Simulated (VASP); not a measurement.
Input of a VASP 6.6.1 run:

File INCAR:

```
SYSTEM = Co
PREC = Accurate
ENCUT = 600
EDIFF = 1E-6
ISMEAR = 1
SIGMA = 0.03
LREAL = .FALSE.
LASPH = .TRUE.
NELM = 120
ALGO = Normal
ISIF = 2
LWAVE = .FALSE.
LCHARG = .FALSE.
GGA = PE
NBANDS = 16
GGA_COMPAT = .FALSE.
```

KPOINTS

```
Automatic mesh
0
G
  15 15 8
  0 0 0
```

The input POSCAR:

```
Co
1.0
    2.4583936733      0.0000000000      0.0000000000
   -1.2291968366      2.1290313736      0.0000000000
    0.0000000000      0.0000000000      3.9606917934
Co
2
Direct
    0.3333333333      0.6666666667      0.2500000000
    0.6666666667      0.3333333333      0.7500000000
```

Potentials or basis: VASP PAW PBE potentials, release 64 (Co).

Run with:

```console
$ cat potpaw_PBE.64/Co/POTCAR > POTCAR
$ mpirun -np 1 vasp_std > vasp.out
```

(1) Estimate the pressure.

(2) Estimate the band gap on the k mesh.

Results:

(1) -2.0 GPa.

(2) zero (band 9 reaches 11.21 eV, above the bottom of band 10 at 9.66 eV).

Caveat: the run has no spin polarisation, though such a crystal can be magnetic.
